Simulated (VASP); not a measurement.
Input of a VASP 6.6.1 run:

Contents of POSCAR:

```
TaN
1.0
    0.0000000000      2.2113230000      2.2113230000
    2.2113230000      0.0000000000      2.2113230000
    2.2113230000      2.2113230000      0.0000000000
Ta N
1 1
Direct
    0.5000000000      0.5000000000      0.5000000000
    0.0000000000      0.0000000000      0.0000000000
```

The input INCAR.step1:

```
SYSTEM = TaN
PREC = Accurate ; ENCUT = 1460
ISMEAR = -1 ; SIGMA = 0.05
LREAL = .False. ; LASPH = .True.
NELM = 200 ; LMAXMIX = 4
LDAU = .True. ; LDAUTYPE = 2
LDAUL = 2 -1 ; LDAUU = 4 0
LDAUJ = 0 0 ; NBANDS = 16
GGA = PE ; ALGO = Normal
EDIFF = 1E-5 ; LWAVE = .True.
LCHARG = .False. ; GGA_COMPAT = .False.
```

Contents of INCAR.step2:

```
SYSTEM = TaN
PREC = Accurate ; ENCUT = 1460
EDIFF = 1E-6 ; ISMEAR = -1
SIGMA = 0.05 ; LREAL = .False.
LASPH = .True. ; NELM = 200
ALGO = Normal ; ISIF = 2
LWAVE = .False. ; LCHARG = .False.
LMAXMIX = 4 ; LDAU = .True.
LDAUTYPE = 2 ; LDAUL = 2 -1
LDAUU = 4 0 ; LDAUJ = 0 0
LDAUPRINT = 1 ; METAGGA = R2SCAN
LMIXTAU = .True. ; NBANDS = 16
ISTART = 1 ; GGA_COMPAT = .False.
```

KPOINTS

```
Automatic mesh
0
Gamma
  10 10 10
  0 0 0
```

Potentials or basis: VASP PAW PBE potentials, release 64 (Ta_sv_GW, N_h).

The run is started by

```bash
$ cat potpaw_PBE.64/Ta_sv_GW/POTCAR potpaw_PBE.64/N_h/POTCAR > POTCAR
$ cp INCAR.step1 INCAR
$ mpirun -np 1 vasp_std > vasp.out
$ cp INCAR.step2 INCAR
$ mpirun -np 1 vasp_std > vasp.out
```

Question: What does it give for the band gap on the k mesh?

Answer: Zero (bands 9 and 10 overlap by 4.04 eV).

Question: Predict the pressure.

Answer: 5.5 GPa.

Eigenvalues of the final occupation matrices:
```csv
site,spin,trace,eigenvalues
site 1 d,1,1.11,0.18 0.18 0.25 0.25 0.25
site 1 d,2,1.11,0.18 0.18 0.25 0.25 0.25
```

Caveat: the cell stands under pressure; the PAW data sets were made with another functional, which shifts forces and pressure a little; spin-orbit coupling is left out, which moves the levels of the heavy elements; U without spin polarisation on a metal has little footing.
